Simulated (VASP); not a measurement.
A run of VASP 6.6.1:

Contents of INCAR:

```
SYSTEM = Lu
ALGO     = Fast           ! electronic algorithm
EDIFF    = 1E-7           ! SCF threshold, eV
ENCUT    = 520            ! plane-wave cutoff, eV
GGA      = PE             ! functional
ISIF     = 2              ! what is computed and relaxed
ISMEAR   = 0              ! smearing method
LASPH    = .True.         ! aspherical terms in the spheres
LCHARG   = .True.         ! write CHGCAR
LELF     = .True.         ! ELF
LREAL    = .False.        ! projectors in reciprocal space
LVHAR    = .True.       
LWAVE    = .False.        ! write WAVECAR
NBANDS   = 58             ! bands
NELM     = 80             ! most SCF steps
PREC     = Accurate       ! precision mode
SIGMA    = 0.05           ! smearing width, eV
```

File KPOINTS:

```
k-points
0
Gamma
  6 6 2
  0 0 0
```

POSCAR

```
Lu
1.0
    3.4919759761      0.0000000000      0.0000000000
   -1.7459879881      3.0241399047      0.0000000000
    0.0000000000      0.0000000000     10.9735929460
Lu
4
Direct
    0.0000000000      0.0000000000      0.0000000000
    0.0000000000      0.0000000000      0.5000000000
    0.3333333333      0.6666666667      0.2500000000
    0.6666666667      0.3333333333      0.7500000000
```

Potentials or basis: VASP PAW PBE potentials, release 64 (Lu).

Run with:

```sh
$ cat potpaw_PBE.64/Lu/POTCAR > POTCAR
$ mpirun -np 1 vasp_std > vasp.out
```

Hardware: 1 thread of Intel(R) Xeon(R) Platinum 8259CL CPU @ 2.50GHz (Skylake/Cascade Lake), with other jobs on the host.

Problem. How long does it take, and how much memory?

Solution. Wall time 9.9 min on 1 thread of Intel(R) Xeon(R) Platinum 8259CL CPU @ 2.50GHz (Skylake/Cascade Lake), with other jobs on the host, peak memory 0.28 GiB. Counts: scf iterations 63, k points 14.
